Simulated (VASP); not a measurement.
A run of VASP 6.6.1 is set up as follows.

INCAR

```
SYSTEM = Al
PREC = Accurate
ENCUT = 520
EDIFF = 1E-6
ISMEAR = 0
SIGMA = 0.05
LREAL = .FALSE.
LASPH = .TRUE.
NELM = 150
ALGO = Normal
ISIF = 2
LWAVE = .FALSE.
LCHARG = .FALSE.
ISPIN = 2
MAGMOM = 0.5 0.5 0.5 0.5
LORBIT = 11
GGA = PE
NBANDS = 18
```

Contents of KPOINTS:

```
Automatic mesh
0
G
  1 1 13
  0 0 0
```

Contents of POSCAR:

```
Al
1.0
   11.7000000000      0.0000000000      0.0000000000
    0.0000000000      9.3000000000      0.0000000000
    0.0000000000      0.0000000000      5.1439347645
Al
4
Direct
    0.3845912072      0.5000000000      0.0000000000
    0.3845912072      0.5000000000      0.5000000000
    0.6154087928      0.5000000000      0.0000000000
    0.6154087928      0.5000000000      0.5000000000
```

Potentials or basis: VASP PAW PBE potentials, release 64 (Al).

Launch:

```console
$ cat potpaw_PBE.64/Al/POTCAR > POTCAR
$ mpirun -np 1 vasp_std > vasp.out
```

(1) Predict the net moment.

(2) Predict the band gap on the k mesh.

## Answers

(1) 0.00 μB per cell.

(2) zero (filled and empty bands overlap).
